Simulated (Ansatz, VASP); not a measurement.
# CoO: VASP beside Ansatz

File INCAR:

```
  ALGO = Normal
  EDIFF = 1E-6
  ENCUT = 520
  GGA = PS
  ISIF = 2
  ISMEAR = 0
  ISPIN = 2
  LASPH = True
  LCHARG = True
  LELF = True
  LMAXMIX = 4
  LORBIT = 11
  LREAL = False
  LVHAR = True
  LWAVE = False
  MAGMOM = 2.64 0.33
  NBANDS = 18
  NELM = 150
  PREC = Accurate
  SIGMA = 0.15
```

KPOINTS

```
k-points
0
Gamma
  18 18 18
```

Contents of POSCAR:

```
CoO
1.0
    1.5656883263      0.9039505767      2.5375239824
   -1.5656883263      0.9039505767      2.5375239824
    0.0000000000     -1.8079011533      2.5375239824
Co O
1 1
Direct
    0.0000000000      0.0000000000      0.0000000000
    0.5000000000      0.5000000000      0.5000000000
```

Input for Ansatz:

```yaml
crystal:
  lattice:
    - [1.5656883263, 0.9039505767, 2.5375239824]
    - [-1.5656883263, 0.9039505767, 2.5375239824]
    - [0.0, -1.8079011533, 2.5375239824]
  atoms:
    - { symbol: Co, position: [0.0, 0.0, 0.0], spin: 2.64 }
    - { symbol: O, position: [0.5, 0.5, 0.5], spin: 0.33 }
basis:
  ecutwfc: 420
kpoints:
  mp_grid: { grid: [18, 18, 18] }
hamiltonian:
  xc: pbesol
scf:
  occupations: { method: gaussian, width: 0.15 }
output:
  forces: true
  stress: true
  eigenvalues: true
  populations: true
magnetization:
  spin_polarized: true
```

Change from the starting cell: strain +0.040 along x and y, +0.040 along z, atoms carried along.

Alike in both runs: task single point; functional PBEsol; k mesh 18 × 18 × 18; occupations gaussian, width 0.15 eV; collinear spin.

|  | VASP | Ansatz |
| --- | --- | --- |
| version | VASP 6.6.1 | Ansatz 0.2.0 |
| potentials or method | VASP PAW PBE potentials, release 64 (Co, O), cutoff 520 eV | scalar-relativistic, plane waves, PAW |
| valence electrons in the cell | 15 | 23 |

|  | VASP | Ansatz | Ansatz less VASP |
| --- | --- | --- | --- |
| gap on the k mesh at the Fermi level (eV) | none | none | - |
| pressure (GPa) | -24.4 | -24.0 | +0.40 |
| traceless stress, the component that is largest in VASP (GPa) | 0.09 | 0.06 | -0.023 |
| net moment per atom (μB) | 1.50 | 1.50 | +0.001 |
| size of the moment on the site where the two differ most (μB) | 2.62 | 2.56 | -0.060 |

VASP's potentials were made for PBE, not for PBEsol. Site moments also hang on the region over which each program counts them. A gap of «none» marks a metal or a gap that the smearing closes. VASP's potentials hold 15 valence electrons a cell and Ansatz's 23, so a difference there can come from the potentials and not from the codes.
